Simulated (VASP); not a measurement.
Here is a VASP 6.6.1 calculation.

Contents of INCAR:

```
SYSTEM = Cu
  ALGO = Normal
  EDIFF = 1E-7
  ENCUT = 520
  GGA = PS
  ISIF = 2
  ISMEAR = -1
  LASPH = .TRUE.
  LCHARG = .FALSE.
  LREAL = .FALSE.
  LWAVE = .FALSE.
  NBANDS = 30
  NELM = 60
  PREC = Accurate
  SIGMA = 0.1
```

KPOINTS

```
k-points
0
G
  16 16 5
  0 0 0
```

File POSCAR:

```
Cu
1.0
    2.4151457161      0.0000000000      0.0000000000
   -1.2075728581      2.0915775440      0.0000000000
    0.0000000000      0.0000000000      7.8897229138
Cu
4
Direct
    1.0000000000      1.0000000000      0.0000000000
    1.0000000000      1.0000000000      0.5000000000
    0.3333333333      0.6666666667      0.2500000000
    0.6666666667      0.3333333333      0.7500000000
```

Potentials or basis: VASP PAW PBE potentials, release 64 (Cu).

The run is started by

```bash
$ cat potpaw_PBE.64/Cu/POTCAR > POTCAR
$ mpirun -np 1 vasp_std > vasp.out
```

(1) Estimate the pressure.

(2) Estimate the band gap on the k mesh.

Results:

(1) 30.1 GPa.

(2) zero (bands 22 and 23 overlap by 5.76 eV).

Caveat: the cell stands under pressure; the PAW data sets were made with another functional, which shifts forces and pressure a little.
